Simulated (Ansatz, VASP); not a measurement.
**Two plane-wave programs on Si12Cl**

```
CELL_PARAMETERS angstrom
7.66669 0.00000 0.00000
0.00000 5.42117 0.00000
0.00000 0.00000 20.68775
ATOMIC_POSITIONS crystal
Si 0.25000 0.00000 0.19335
Si 0.75000 0.00000 0.19335
Si 0.00000 0.25000 0.19335
Si 0.50000 0.25000 0.19335
Si 0.00000 0.50388 0.28356
Si 0.50000 0.50388 0.28356
Si 0.25000 0.74612 0.28356
Si 0.75000 0.74612 0.28356
Si 0.25000 0.00860 0.37161
Si 0.75000 0.00860 0.37161
Si 0.00000 0.24140 0.37161
Si 0.50000 0.24140 0.37161
Cl 0.50000 0.34194 0.47795
```

Alike in both runs: task single point; functional PBE; dispersion D3(BJ); k mesh 4 × 5 × 1; occupations gaussian, width 0.05 eV; collinear spin.

|  | VASP | Ansatz |
| --- | --- | --- |
| version | VASP 6.6.1 | Ansatz 0.2.0 |
| potentials or method | VASP PAW PBE potentials, release 64 (Si, Cl), cutoff 400 eV | scalar-relativistic, plane waves, PAW |
| valence electrons in the cell | 55 | 55 |

```tsv
	VASP	Ansatz	Ansatz less VASP
gap on the k mesh at the Fermi level (eV)	none	none	-
rms of the force components (eV/Å)	0.439	0.442	+0.0029
net moment per atom (μB)	0.00	0.07	+0.074
size of the moment on the site where the two differ most (μB)	0.00	0.12	+0.124
```

Site moments also hang on the region over which each program counts them. Atom by atom the forces differ by 0.044 eV/Å (rms over components). A gap of «none» marks a metal or a gap that the smearing closes.
